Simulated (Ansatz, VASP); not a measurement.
**Two plane-wave programs on GaN**

```
Ga N
1.0
     1.73724    1.00299    5.92447
    -1.73724    1.00299    5.92447
     0.00000   -2.00599    5.92447
Ga N
2 2
Direct
  0.42544 0.42544 0.42544
  0.57456 0.57456 0.57456
  0.05267 0.05267 0.05267
  0.94733 0.94733 0.94733
```

Alike in both runs: task single point; functional PBEsol; k mesh 15 × 15 × 15; occupations gaussian, width 0.1 eV; no spin polarisation.

```csv
,VASP,Ansatz
version,VASP 6.6.1,Ansatz 0.2.0
potentials or method,"VASP PAW PBE potentials, release 64 (Ga_d, N), cutoff 520 eV","scalar-relativistic, plane waves, PAW"
valence electrons in the cell,36,36
```

|  | VASP | Ansatz | Ansatz less VASP |
| --- | --- | --- | --- |
| gap on the k mesh at the Fermi level (eV) | none | none | - |
| pressure (GPa) | -22.3 | -22.4 | -0.05 |
| traceless stress, the component that is largest in VASP (GPa) | 1.53 | 1.50 | -0.032 |
| rms of the force components (eV/Å) | 0.510 | 0.513 | +0.0030 |

VASP's potentials were made for PBE, not for PBEsol. Atom by atom the forces differ by 0.006 eV/Å (rms over components). A gap of «none» marks a metal or a gap that the smearing closes.
